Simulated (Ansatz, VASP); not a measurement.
One calculation of Rb3B4Pb, two programs

```
Rb B Pb
1.0
     6.12505    0.00000    0.00000
     0.00000    6.12505    0.00000
     0.00000    0.00000    6.12505
Rb B Pb
3 4 1
Cartesian
  3.0625 0.0000 0.0000
  0.0000 3.0625 0.0000
  0.0000 0.0000 3.0625
  0.0000 3.0625 3.0625
  3.0625 0.0000 3.0625
  3.0625 3.0625 0.0000
  0.0000 0.0000 0.0000
  3.0625 3.0625 3.0625
```

Change from the starting cell: species swapped into the BaSr3O4 type (Pm-3m, No. 221).

Alike in both runs: functional PBE; k mesh 6 × 6 × 6; occupations gaussian, width 0.1 eV; no spin polarisation.

Ansatz relaxed the structure, and its values are those at the end. VASP's run is a single point on that final structure, the one shown.

|  | VASP | Ansatz |
| --- | --- | --- |
| version | VASP 6.6.1 | Ansatz 0.2.0 |
| potentials or method | VASP PAW PBE potentials, release 64 (Rb_sv, B, Pb_d), cutoff 520 eV | scalar-relativistic, plane waves, PAW |
| valence electrons in the cell | 53 | 53 |

|  | VASP | Ansatz | Ansatz less VASP |
| --- | --- | --- | --- |
| gap on the k mesh at the Fermi level (eV) | none | none | - |
| pressure (GPa) | 0.0 | 0.0 | -0.03 |

A gap of «none» marks a metal or a gap that the smearing closes.

Spin-orbit coupling is off throughout.
